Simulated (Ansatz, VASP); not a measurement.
**TaN: VASP beside Ansatz**

```
CELL_PARAMETERS angstrom
3.00681 0.00000 0.00000
-1.50340 2.60397 0.00000
0.00000 0.00000 4.85153
ATOMIC_POSITIONS crystal
Ta 0.00000 0.00000 0.00000
Ta 0.00000 0.00000 0.50000
N 0.33333 0.66667 0.25000
N 0.66667 0.33333 0.75000
```

Change from the starting cell: volume scaled by 0.96, crystal datasets.

Alike in both runs: task electric field gradients; functional PBE; k mesh 9 × 9 × 5; occupations fermi-dirac, width 0.01 eV; no spin polarisation.

|  | VASP | Ansatz |
| --- | --- | --- |
| version | VASP 6.6.1 | Ansatz 0.2.0 |
| potentials or method | VASP PAW PBE potentials, release 64 (Ta_pv, N), cutoff 520 eV | all-electron PAW with datasets made for the crystal, scalar-relativistic |

Ansatz gave:

| Property | Result |
| --- | --- |
| pressure (GPa) | 82.5 |
| traceless stress, the component that is largest in VASP (GPa) | 63.85 |
| size of Vzz on the site where it differs most (V/Å²) | 190.2 |

Problem. What did VASP give for the same quantities?

Solution. Pressure (GPa): 85.1; traceless stress, the component that is largest in VASP (GPa): 64.71; size of Vzz on the site where it differs most (V/Å²): 172.4.

Both programs put the cell under a high pressure, so it lies far from rest at this level. Ansatz ran all-electron here, and VASP with PAW potentials.

Neither program's run includes spin-orbit coupling. Noted on VASP's run: the cell as given lies far from equilibrium.
